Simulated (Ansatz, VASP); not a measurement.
# WSe2: VASP beside Ansatz

```
W Se
1.0
     3.85345    0.00000    0.00000
    -1.92673    3.33719    0.00000
     0.00000    0.00000    5.23796
W Se
1 2
Direct
  0.00000 0.00000 0.00000
  0.33333 0.66667 0.25000
  0.66667 0.33333 0.75000
```

Alike in both runs: task single point; functional PBEsol; k mesh 12 × 12 × 8; occupations gaussian, width 0.1 eV; no spin polarisation.

|  | VASP | Ansatz |
| --- | --- | --- |
| version | VASP 6.6.1 | Ansatz 0.2.0 |
| potentials or method | VASP PAW PBE potentials, release 64 (W_sv, Se), cutoff 520 eV | scalar-relativistic, plane waves, PAW |
| valence electrons in the cell | 26 | 46 |

VASP gave:

| Property | Result |
| --- | --- |
| gap on the k mesh at the Fermi level (eV) | none |
| pressure (GPa) | -5.8 |
| traceless stress, the component that is largest in VASP (GPa) | 12.05 |
| rms of the force components (eV/Å) | 0.372 |

Q: Estimate Ansatz's values.

A: gap on the k mesh at the Fermi level (eV): none; pressure (GPa): -6.0; traceless stress, the component that is largest in VASP (GPa): 12.12; rms of the force components (eV/Å): 0.359.

VASP's potentials were made for PBE, not for PBEsol. Atom by atom the forces differ by 0.013 eV/Å (rms over components). A gap of «none» marks a metal or a gap that the smearing closes. The functional is the same, so the differences come from potentials, cutoffs and numerics. VASP's potentials hold 26 valence electrons a cell and Ansatz's 46, so a difference there can come from the potentials and not from the codes.

Neither program's run includes spin-orbit coupling.
